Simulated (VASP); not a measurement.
Input of a VASP 6.6.1 run:

The input INCAR:

```
ALGO = Normal ; EDIFF = 1E-6
EDIFFG = -0.025 ; ENCUT = 600
GGA = PE ; IBRION = 2
ISIF = 3 ; ISMEAR = 0
LASPH = True ; LCHARG = False
LREAL = False ; LWAVE = False
NELM = 100 ; NSW = 80
PREC = Accurate ; SIGMA = 0.1
```

The input KPOINTS:

```
k-points
0
Gamma
  4 4 2
```

Contents of POSCAR:

```
Be4Se3
1.0
    2.5224238352     -2.5729692200     -0.0597414163
    2.5565155557      2.6067535124     -0.0310640872
   -1.4162545012      0.0456710469      9.5551203788
Be Se
4 3
Direct
    0.0545815782      0.6420702867      0.9078332656
    1.0114003678      0.4911430794      0.3595273594
    0.5057970351      0.0484209454      0.6457615458
    0.3385548083      0.8756023331      0.0944598478
    0.6011732027      0.4967141101      0.7863918336
   -0.0021780208      0.9915956969      0.4784709622
    0.4886113771      0.4565132000      0.2275551856
```

Potentials or basis: VASP PAW PBE potentials, release 64 (Be, Se).

Run with:

```bash
$ cat potpaw_PBE.64/Be/POTCAR potpaw_PBE.64/Se/POTCAR > POTCAR
$ mpirun -np 1 vasp_std > vasp.out
```

Task: Estimate the relaxed cell.

Result: a = 3.638 Å, b = 3.636 Å, c = 9.703 Å, α = 95.10°, β = 95.19°, γ = 90.62°.

Task: Estimate the relaxed volume.

Result: 18.19 Å³/atom.

The path:
```
step  energy change (eV)  largest force (eV/Å)  pressure (GPa)  volume (Å³)
   1              0.0000                3.2452            4.37       125.34
   2             -0.9481                0.7376           -3.65       134.20
   3             -0.9568                0.8117           -3.14       133.16
   4             -1.1630                0.5028           -0.98       127.28
   5             -1.1932                0.4896            0.51       124.24
   6             -1.2346                0.2358            0.38       124.38
   7             -1.2431                0.3355            0.36       124.47
   8             -1.2581                0.1888           -0.09       125.40
   9             -1.2620                0.2072           -0.46       126.20
  10             -1.2734                0.1444           -0.03       125.59
  11             -1.2755                0.1407            0.25       125.20
  12             -1.2816                0.0944            0.04       125.72
  13             -1.2829                0.1284           -0.10       126.10
  14             -1.2860                0.0695           -0.01       126.06
  15             -1.2861                0.0702            0.00       126.05
  16             -1.2877                0.0492            0.07       126.04
  17             -1.2880                0.0665            0.11       126.03
  18             -1.2893                0.0484           -0.06       126.49
  19             -1.2894                0.0578           -0.15       126.76
  20             -1.2904                0.0428           -0.03       126.68
  21             -1.2907                0.0485            0.07       126.61
  22             -1.2915                0.0314            0.04       126.78
  23             -1.2919                0.0592            0.01       127.00
  24             -1.2925                0.0422           -0.02       127.19
  25             -1.2927                0.0346           -0.04       127.37
  26             -1.2930                0.0226            0.02       127.32
```

Caveat: the k points lie up to 0.43 Å⁻¹ apart in the final cell.
